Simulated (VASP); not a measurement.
BiTe: single point with BLYP+D3(BJ)

BiTe:

```
CELL_PARAMETERS angstrom
2.40774 1.39011 3.24781
-2.40774 1.39011 3.24781
0.00000 -2.78022 3.24781
ATOMIC_POSITIONS crystal
Bi 0.50000 0.50000 0.50000
Te 0.00000 0.00000 0.00000
```

```yaml
Program: VASP 6.6.1
Task: single point
Functional: BLYP
Dispersion: D3(BJ)
Potentials_or_basis: VASP PAW PBE potentials, release 64 (Bi_d, Te)
Cutoff: 520 eV
k_mesh: 7 × 7 × 7
Occupations: fermi-dirac, width 0.05 eV
Spin: no spin polarisation
```

```json
{"Pressure": "0.2 GPa", "Dispersion energy per atom": "-1.117 eV"}
```

Stress tensor (GPa, compression positive):
```
0.19 0.00 0.00
0.00 0.19 0.00
0.00 0.00 0.11
```

Levels at points of the mesh, in eV from the Fermi level:
```csv
k point,band 6,band 7,band 8,band 9,band 10,band 11,band 12,band 13,band 14,band 15
"(0.00, 0.00, 0.00)",-13.72,-8.28,-3.04,-3.04,-1.63,1.84,2.58,2.58,4.22,4.22
```

It took 18 s on 1 thread of Intel(R) Xeon(R) 6975P-C (Granite Rapids) (shared host), peak memory 0.21 GiB.

Caveat: the PAW data sets were made with another functional, which shifts forces and pressure a little; spin-orbit coupling is left out, which moves the levels of the heavy elements; pairwise dispersion overbinds metals, which lowers pressure and volume.
